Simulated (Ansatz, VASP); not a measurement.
This is a calculation of AlV2C for VASP 6.6.1.

Contents of INCAR:

```
PREC = Accurate ; ENCUT = 520
EDIFF = 1E-6 ; ISMEAR = -1
SIGMA = 0.05 ; LREAL = False
LASPH = True ; NELM = 150
ALGO = Normal ; ISIF = 2
LWAVE = False ; LCHARG = True
ISPIN = 2 ; MAGMOM = 3.5 3.5 3.5 3.5 0 0 0 0
LORBIT = 11 ; LMAXMIX = 4
GGA = PS ; LELF = True
LVHAR = True ; NBANDS = 47
```

Contents of KPOINTS:

```
regular mesh
0
Gamma
  11 11 2
```

POSCAR

```
AlV2C
1.0
    2.8875990726      0.0000000000      0.0000000000
   -1.4437995363      2.5007341528      0.0000000000
    0.0000000000      0.0000000000     13.1048231100
V Al C
4 2 2
Direct
    0.3333333333      0.6666666667      0.9136157800
    0.6666666667      0.3333333333      0.0863842200
    0.6666666667      0.3333333333      0.4136157800
    0.3333333333      0.6666666667      0.5863842200
    0.6666666667      0.3333333333      0.7500000000
    0.3333333333      0.6666666667      0.2500000000
    0.0000000000      0.0000000000      0.5000000000
    0.0000000000      0.0000000000      0.0000000000
```

Potentials or basis: VASP PAW PBE potentials, release 64 (V_sv, Al, C).

Run with:

```sh
$ cat potpaw_PBE.64/V_sv/POTCAR potpaw_PBE.64/Al/POTCAR potpaw_PBE.64/C/POTCAR > POTCAR
$ mpirun -np 1 vasp_std > vasp.out
```

Set up the same calculation for Ansatz 0.2.0. Potentials there: Ansatz PAW.

As run (the cutoff follows the program's own potentials):

input.yaml

```yaml
crystal:
  lattice:
    - [2.8875990726, 0.0, 0.0]
    - [-1.4437995363, 2.5007341528, 0.0]
    - [0.0, 0.0, 13.10482311]
  atoms:
    - { symbol: V, position: [0.3333333333, 0.6666666667, 0.91361578], spin: 3.5 }
    - { symbol: V, position: [0.6666666667, 0.3333333333, 0.08638422], spin: 3.5 }
    - { symbol: V, position: [0.6666666667, 0.3333333333, 0.41361578], spin: 3.5 }
    - { symbol: V, position: [0.3333333333, 0.6666666667, 0.58638422], spin: 3.5 }
    - { symbol: Al, position: [0.6666666667, 0.3333333333, 0.75] }
    - { symbol: Al, position: [0.3333333333, 0.6666666667, 0.25] }
    - { symbol: C, position: [0.0, 0.0, 0.5] }
    - { symbol: C, position: [0.0, 0.0, 0.0] }
hamiltonian:
  xc: pbesol
  pseudopotentials: { kind: paw }
magnetization:
  spin_polarized: true
kpoints:
  mp_grid: { grid: [11, 11, 2] }
scf:
  occupations: { method: fermi_dirac, width: 0.05 }
output:
  forces: true
  stress: true
  eigenvalues: true
```

Potentials or basis: Ansatz PAW.

Command:

```console
$ ansatz run input.yaml --threads 4 --pin off --max-ram 11264MiB --backend cpu --events-out ev --progress --plain --runs-dir out
```

Both were run:

|  | VASP | Ansatz | Ansatz less VASP |
| --- | --- | --- | --- |
| gap on the k mesh at the Fermi level (eV) | none | none | - |
| pressure (GPa) | -3.5 | -3.8 | -0.34 |
| traceless stress, the component that is largest in VASP (GPa) | -0.57 | -0.57 | -0.006 |
| rms of the force components (eV/Å) | 0.182 | 0.195 | +0.0130 |
| net moment per atom (μB) | 0.00 | 0.00 | 0.000 |

VASP's potentials were made for PBE, not for PBEsol. Atom by atom the forces differ by 0.013 eV/Å (rms over components). A gap of «none» marks a metal or a gap that the smearing closes.
